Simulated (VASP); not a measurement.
# Mn (P6_3/mmc) in VASP: notebook

Mn is run at these levels: PBE, PBE+U; tasks: single point.

Everything below comes from runs of VASP 6.6.1. Logs are shortened: lines on timing, memory, paths and dates and some standing lists are left out, and cuts for length are marked.

## Step 1: The cell of the first run

It takes space group P6_3/mmc (No. 194, hexagonal). The conventional cell has a = 2.463 Å, b = 2.463 Å, c = 4.645 Å, α = 90.00°, β = 90.00°, γ = 120.00°. Mn (site symmetry -6m2) has 12 Mn at 2.46 to 2.72 Å within 3.3 Å.

## Step 2: Single point, PBE

File INCAR:

```
ALGO     = Normal         # electronic algorithm
EDIFF    = 1E-6           # SCF threshold, eV
ENCUT    = 520            # plane-wave cutoff, eV
GGA      = PE             # functional
ISIF     = 2              # what is computed and relaxed
ISMEAR   = -5             # smearing method
LASPH    = True           # aspherical terms in the spheres
LCHARG   = False          # write CHGCAR
LREAL    = False          # projectors in reciprocal space
LWAVE    = False          # write WAVECAR
NBANDS   = 20             # bands
NELM     = 80             # most SCF steps
PREC     = Accurate       # precision mode
SIGMA    = 0.1            # smearing width, eV
```

File KPOINTS:

```
k-points
0
Gamma
  8 8 4
```

File POSCAR:

```
Mn
1.0
    1.2314460000      2.1329270000      0.0000000000
   -1.2314460000      2.1329270000      0.0000000000
    0.0000000000      0.0000000000      4.6447100000
Mn
2
Direct
    0.3333300000      0.3333400000      0.2500000000
    0.6666600000      0.6666700000      0.7500000000
```

Potentials or basis: VASP PAW PBE potentials, release 64 (Mn_pv).

Run with:

```sh
cat potpaw_PBE.64/Mn_pv/POTCAR > POTCAR
mpirun -np 1 vasp_std > vasp.out
```

OUTCAR:

```text
EDIFF = 1E-6
   ENCUT = 520
   GGA = PE
   ISIF = 2
   ISMEAR = -5
   LASPH = True
   LREAL = False
   NELM = 80
   PREC = Accurate

 ion  position               nearest neighbor table
   1  0.333  0.333  0.250-   2 2.72   2 2.72   2 2.72   2 2.72   2 2.72   2 2.72
   2  0.667  0.667  0.750-   1 2.72   1 2.72   1 2.72   1 2.72   1 2.72   1 2.72

  LATTYP: Found a hexagonal cell.
 ALAT       =     2.4628919664
 C/A-ratio  =     1.8858764669

  Lattice vectors:

 A1 = (   1.2314460000,  -2.1329270000,   0.0000000000)
 A2 = (   1.2314460000,   2.1329270000,   0.0000000000)
 A3 = (   0.0000000000,   0.0000000000,   4.6447100000)

Analysis of symmetry for initial positions (statically):
=====================================================================
 Subroutine PRICEL returns:
 Original cell was already a primitive cell.

 Routine SETGRP: Setting up the symmetry group for a
 hexagonal supercell.

 Subroutine GETGRP returns: Found  8 space group operations
 (whereof  2 operations were pure point group operations)
 out of a pool of 24 trial point group operations.

The static configuration has the point symmetry C_2 .
 The point group associated with its full space group is D_2h.

Analysis of symmetry for dynamics (positions and initial velocities):
=====================================================================
 Subroutine PRICEL returns:
 Original cell was already a primitive cell.

 Routine SETGRP: Setting up the symmetry group for a
 hexagonal supercell.

 Subroutine GETGRP returns: Found  8 space group operations
 (whereof  2 operations were pure point group operations)
 out of a pool of 24 trial point group operations.

The dynamic configuration has the point symmetry C_2 .
 The point group associated with its full space group is D_2h.

 Subroutine INISYM returns: Found  8 space group operations
 (whereof  2 operations are pure point group operations),
 and found     1 'primitive' translations

----------------------------------------------------------------------------------------

                                     Primitive cell

  volume of cell :      24.3994

  direct lattice vectors                    reciprocal lattice vectors
     1.231446000  2.132927000  0.000000000     0.406026736  0.234419650  0.000000000
    -1.231446000  2.132927000  0.000000000    -0.406026736  0.234419650  0.000000000
     0.000000000  0.000000000  4.644710000     0.000000000  0.000000000  0.215298695

  length of vectors
     2.462891966  2.462891966  4.644710000     0.468839293  0.468839293  0.215298695

  position of ions in fractional coordinates (direct lattice)
     0.333330000  0.333340000  0.250000000
     0.666660000  0.666670000  0.750000000

  ion indices of the primitive-cell ions
   primitive index   ion index
                 1           1
                 2           2

----------------------------------------------------------------------------------------

 KPOINTS: k-points

Automatic generation of k-mesh.
 Grid dimensions read from file:
 generate k-points for:    8    8    4

 Generating k-lattice:

  Cartesian coordinates                     Fractional coordinates (reciprocal lattice)
     0.050753342  0.029302456  0.000000000     0.125000000  0.000000000  0.000000000
    -0.050753342  0.029302456  0.000000000     0.000000000  0.125000000  0.000000000
     0.000000000  0.000000000  0.053824674     0.000000000  0.000000000  0.250000000

  Length of vectors
     0.058604912  0.058604912  0.053824674

  Shift w.r.t. Gamma in fractional coordinates (k-lattice)
     0.000000000  0.000000000  0.000000000

 TETIRR: Found    384 inequivalent tetrahedra from     1536

 Subroutine IBZKPT returns following result:
 ===========================================

 Found     63 irreducible k-points:

 Following reciprocal coordinates:
            Coordinates               Weight
  0.000000  0.000000  0.000000      1.000000
  0.125000 -0.000000  0.000000      4.000000
  0.125000  0.125000  0.000000      2.000000
  0.250000 -0.000000  0.000000      4.000000
  0.250000  0.250000  0.000000      2.000000
  0.375000 -0.000000  0.000000      4.000000
[... 16 lines left out ...]
  0.125000 -0.000000  0.250000      8.000000
  0.125000  0.125000  0.250000      4.000000
 [... further k-points ...]
   k-points           NKPTS =     63   k-points in BZ     NKDIM =     63   number of bands    NBANDS=     20
   number of dos      NEDOS =    301   number of ions     NIONS =      2
   total plane-waves  NPLWV =  11664
   dimension x,y,z NGX =    18 NGY =   18 NGZ =   36
   dimension x,y,z NGXF=    36 NGYF=   36 NGZF=   72
   ions per type =               2
   NGX,Y,Z   is equivalent  to a cutoff of  12.15, 12.15, 12.89 a.u.
   NGXF,Y,Z  is equivalent  to a cutoff of  24.30, 24.30, 25.77 a.u.
 SYSTEM =  unknown system
   PREC   = accura    normal or accurate (medium, high low for compatibility)
   ISTART =      0    job   : 0-new  1-cont  2-samecut
   ICHARG =      2    charge: 1-file 2-atom 10-const
   ISPIN  =      1    spin polarized calculation?
   LNONCOLLINEAR =      F non collinear calculations
   LSORBIT =      F    spin-orbit coupling
   LASPH  =      T    aspherical Exc in radial PAW
   ENCUT  =  520.0 eV  38.22 Ry    6.18 a.u.   4.58  4.58  8.64*2*pi/ulx,y,z
   NELM   =     80;   NELMIN=  2; NELMDL= -5     # of ELM steps
   EDIFF  = 0.1E-05   stopping-criterion for ELM
   LREAL  =      F    real-space projection
[... 7 lines left out ...]
   TEBEG  =    0.0;   TEEND  =   0.0 temperature during run
   PSTRESS=    0.0 pullay stress
   NELECT =      26.0000    total number of electrons
   NUPDOWN=      -1.0000    fix difference up-down
   EMIN   =  10.00;   EMAX   =-10.00  energy-range for DOS
   EFERMI =   0.00;   METHOD = LEGACY
   ISMEAR =    -5;   SIGMA  =   0.10  broadening in eV -4-tet -1-fermi 0-gaus
   EFERMI_NEDOS =   21; number of points for ismear=-14 and -15
   IALGO  =     38    algorithm
   IMIX   =      4    mixing-type and parameters
     AMIX     =   0.40;   BMIX     =  1.00
     AMIX_MAG =   1.60;   BMIX_MAG =  1.00
  volume/ion in A,a.u.               =      12.20        82.33
  Fermi-wavevector in a.u.,A,eV,Ry     =   1.672140  3.159886 38.042598  2.796052
  Thomas-Fermi vector in A             =   2.757339
   LORBIT       =      0    0 simple, 1 ext, 2 COOP (PROOUT), +10 PAW based schemes
   GGA     = PE    functional components
   LHFCALC =     F    Hartree Fock is set to
   AEXX    =    0.0000 exact exchange contribution
   IVDW    =     0    specifies the selected vdW correction
   LEPSILON=     F    determine dielectric tensor
   LRPA    =     F    only Hartree local field effects (RPA)
 non-spin polarized calculation
 Fermi weights with tetrahedron method with Bloechl corrections
  energy-cutoff  :      520.00
  volume of cell :       24.40
 maximum number of plane-waves:       668
   NGX =  9   NGY =  9   NGZ = 17

 number of electron      26.0000007 magnetization

 Free energy of the ion-electron system (eV)
  ---------------------------------------------------
  ext. energy  EPLUGINS =         0.00000000
  ---------------------------------------------------
  free energy    TOTEN  =       -17.30385969 eV

  energy without entropy =      -17.30385969  energy(sigma->0) =      -17.30385969

 E-fermi :   8.8372     XC(G=0): -13.2539

 val. band max:        9.1063539696   @ k =   0.5000  -0.0000   0.5000
 cond. band min:       8.8700935935   @ k =  -0.1250   0.1250   0.2500
 fundamental gap:     -0.2362603762
 Fermi energy:         8.8371727094

 k-point     1 :       0.0000    0.0000    0.0000
  band No.  band energies     occupation
      1     -39.4306      2.00000
      2     -39.1050      2.00000
      3     -38.8506      2.00000
      4     -38.8499      2.00000
      5     -38.8230      2.00000
      6     -38.8224      2.00000
[... 12 lines left out ...]
     19      14.7170      0.00000
     20      27.6749      0.00000

 k-point     2 :       0.1250   -0.0000    0.0000
  band No.  band energies     occupation
      1     -39.4064      2.00000
      2     -39.1035      2.00000
      3     -38.9394      2.00000
      4     -38.9125      2.00000
      5     -38.8729      2.00000
      6     -38.8409      2.00000
[... 12 lines left out ...]
     19      14.7667      0.00000
     20      28.4735      0.00000

 k-point     3 :       0.1250    0.1250    0.0000
  band No.  band energies     occupation
      1     -39.4064      2.00000
      2     -39.1035      2.00000
      3     -38.9389      2.00000
      4     -38.9120      2.00000
      5     -38.8734      2.00000
      6     -38.8414      2.00000
[... 12 lines left out ...]
     19      14.7667      0.00000
     20      28.4797      0.00000

 k-point     4 :       0.2500   -0.0000    0.0000
  band No.  band energies     occupation
      1     -39.3440      2.00000
      2     -39.1538      2.00000
      3     -39.1238      2.00000
      4     -39.1037      2.00000
      5     -38.9269      2.00000
      6     -38.8860      2.00000
[... 12 lines left out ...]
     19      15.0207      0.00000
     20      23.4015      0.00000

 k-point     5 :       0.2500    0.2500    0.0000
  band No.  band energies     occupation
      1     -39.3440      2.00000
      2     -39.1533      2.00000
      3     -39.1233      2.00000
      4     -39.1037      2.00000
      5     -38.9274      2.00000
      6     -38.8865      2.00000
[... 12 lines left out ...]
     19      15.0207      0.00000
     20      23.4015      0.00000
[... 353 lines left out ...]
      6     -39.1415      2.00000
[... 12 lines left out ...]
     19      18.5141      0.00000
     20      20.2208      0.00000

 k-point    22 :       0.0000    0.0000    0.2500
  band No.  band energies     occupation
      1     -39.3836      2.00000
      2     -39.1533      2.00000
      3     -38.8465      2.00000
      4     -38.8458      2.00000
      5     -38.8271      2.00000
      6     -38.8264      2.00000
[... 12 lines left out ...]
     19      16.6382      0.00000
     20      24.9338      0.00000

 k-point    23 :       0.1250   -0.0000    0.2500
  band No.  band energies     occupation
      1     -39.3637      2.00000
      2     -39.1505      2.00000
      3     -38.9343      2.00000
      4     -38.9144      2.00000
      5     -38.8682      2.00000
      6     -38.8456      2.00000
[... 12 lines left out ...]
     19      16.9499      0.00000
     20      25.5324      0.00000

 k-point    24 :       0.1250    0.1250    0.2500
  band No.  band energies     occupation
      1     -39.3637      2.00000
      2     -39.1505      2.00000
      3     -38.9338      2.00000
      4     -38.9139      2.00000
      5     -38.8687      2.00000
      6     -38.8461      2.00000
[... 12 lines left out ...]
     19      16.9499      0.00000
     20      25.5324      0.00000

 [... further k-points ...]

------------------------ aborting loop because EDIFF is reached ----------------------------------------

  FORCE on cell =-STRESS in cart. coord.  units (eV):
  Direction    XX          YY          ZZ          XY          YZ          ZX
  --------------------------------------------------------------------------------------
  -------------------------------------------------------------------------------------
  Total       -1.4715570     -1.4628306     -7.3780542     -0.0000000      0.0000000      0.0000000
  in kB      -96.6290528    -96.0560318   -484.4762142     -0.0000000      0.0000000      0.0000000
  external PRESSURE =    -225.7204330 kB  Pullay stress =       0.0000000 kB

 VOLUME and BASIS-vectors are now :
 -----------------------------------------------------------------------------
  energy-cutoff  :      520.00
  volume of cell :       24.40
      direct lattice vectors                 reciprocal lattice vectors
     1.231446000  2.132927000  0.000000000     0.406026736  0.234419650  0.000000000
    -1.231446000  2.132927000  0.000000000    -0.406026736  0.234419650  0.000000000
     0.000000000  0.000000000  4.644710000     0.000000000  0.000000000  0.215298695

 POSITION                                       TOTAL-FORCE (eV/Angst)
 -----------------------------------------------------------------------------------
     -0.00001      1.42196      1.16118         0.000000     -0.000400      0.000000
     -0.00001      2.84390      3.48353         0.000000      0.000400      0.000000
 -----------------------------------------------------------------------------------
    total drift:                               -0.000000      0.000000     -0.000000

  FREE ENERGIE OF THE ION-ELECTRON SYSTEM (eV)
  ---------------------------------------------------
  free  energy   TOTEN  =       -17.3038596942 eV

  energy  without entropy=      -17.3038596942  energy(sigma->0) =      -17.30385969
```

Wall time 28 s (1 thread of AMD EPYC 7R43 (Zen 3), shared host); peak memory 0.11 GiB.

What came out:

```
Free energy            : -17.3039 eV
Pressure               : -22.6 GPa
Band gap on the k mesh : zero (band 13 reaches 9.44 eV, above the bottom of band 14 at 8.03 eV)
```

Stress tensor (GPa, compression positive):
```
 -9.66   0.00   0.00
  0.00  -9.61   0.00
  0.00   0.00 -48.45
```

Levels at points of the mesh, in eV from the Fermi level:
```tsv
k point	band 11	band 12	band 13	band 14	band 15	band 16
(0.00, 0.00, 0.00)	-0.84	-0.84	-0.64	-0.64	0.47	0.47
(0.50, 0.00, 0.00)	-0.91	-0.80	-0.47	1.14	1.88	1.94
(0.50, 0.50, 0.00)	-0.91	-0.80	-0.47	1.14	1.88	1.94
(0.00, 0.00, 0.50)	-0.80	-0.80	-0.80	-0.80	0.90	0.90
(0.50, 0.00, 0.50)	0.27	0.27	0.59	0.59	1.91	1.91
(0.50, 0.50, 0.50)	0.27	0.27	0.59	0.59	1.91	1.91
```

Caveat: the k points lie up to 0.37 Å⁻¹ apart; the run has no spin polarisation, though such a crystal can be magnetic; tetrahedron occupations give inexact forces and stress in metals. Spin polarisation is off, so any magnetic state and its effect on volume and gap are missing.

(Part 1 of 2 ends here.)
